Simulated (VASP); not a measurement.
A run of VASP 6.6.1:

Contents of INCAR:

```
SYSTEM = CaB12
ALGO = Normal ; EDIFF = 1E-7
ENCUT = 520 ; GGA = PE
ISIF = 2 ; ISMEAR = 0
LASPH = .TRUE. ; LCHARG = .TRUE.
LELF = .TRUE. ; LREAL = .FALSE.
LVHAR = .TRUE. ; LWAVE = .FALSE.
NBANDS = 35 ; NELM = 100
PREC = Accurate ; SIGMA = 0.1
```

KPOINTS

```
k-points
0
G
  10 10 10
  0 0 0
```

The input POSCAR:

```
CaB12
1.0
   -3.0265242030      3.0265242030      3.0265242030
    3.0265242030     -3.0265242030      3.0265242030
    3.0265242030      3.0265242030     -3.0265242030
Ca B
1 12
Direct
    0.0000000000      0.0000000000      0.0000000000
    0.3007414681      0.6503707340      0.6503707340
    0.0000000000      0.6503707340      0.3496292660
    0.0000000000      0.3496292660      0.6503707340
    0.6992585319      0.3496292660      0.3496292660
    0.6503707340      0.3007414681      0.6503707340
    0.3496292660      0.0000000000      0.6503707340
    0.6503707340      0.0000000000      0.3496292660
    0.3496292660      0.6992585319      0.3496292660
    0.6503707340      0.6503707340      0.3007414681
    0.6503707340      0.3496292660      0.0000000000
    0.3496292660      0.6503707340      0.0000000000
    0.3496292660      0.3496292660      0.6992585319
```

Potentials or basis: VASP PAW PBE potentials, release 64 (Ca_sv, B).

Launch:

```console
$ cat potpaw_PBE.64/Ca_sv/POTCAR potpaw_PBE.64/B/POTCAR > POTCAR
$ mpirun -np 1 vasp_std > vasp.out
```

Hardware: 1 thread of Intel(R) Xeon(R) 6975P-C (Granite Rapids), with other jobs on the host.

Question: Estimate the wall time of this run.

Answer: Wall time 99 s on 1 thread of Intel(R) Xeon(R) 6975P-C (Granite Rapids) (shared host), peak memory 0.32 GiB. Counts: scf iterations 15, k points 47.
